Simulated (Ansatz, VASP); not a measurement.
# SnO2: VASP beside Ansatz

```
Sn O
1.0
    -2.02625    2.02625    5.18069
     2.02625   -2.02625    5.18069
     2.02625    2.02625   -5.18069
Sn O
2 4
Direct
  0.75000 0.25000 0.50000
  0.00000 0.00000 0.00000
  0.62452 0.76929 0.85523
  0.95240 0.45240 0.50000
  0.20240 0.20240 0.00000
  0.54760 0.04760 0.50000
```

Alike in both runs: task single point; functional PBE; k mesh 10 × 10 × 10; occupations gaussian, width 0.05 eV; no spin polarisation.

|  | VASP | Ansatz |
| --- | --- | --- |
| version | VASP 6.6.1 | Ansatz 0.2.0 |
| potentials or method | VASP PAW PBE potentials, release 64 (Sn_d, O), cutoff 520 eV | scalar-relativistic, plane waves, PAW |
| valence electrons in the cell | 52 | 52 |

```csv
,VASP,Ansatz,Ansatz less VASP
gap on the k mesh at the Fermi level (eV),0.61,0.62,+0.016
least direct gap on the mesh (eV),1.14,1.16,+0.016
pressure (GPa),-1.6,-2.1,-0.51
"traceless stress, the component that is largest in VASP (GPa)",-0.70,-0.75,-0.054
rms of the force components (eV/Å),0.797,0.798,+0.0007
```

Atom by atom the forces differ by 0.018 eV/Å (rms over components).
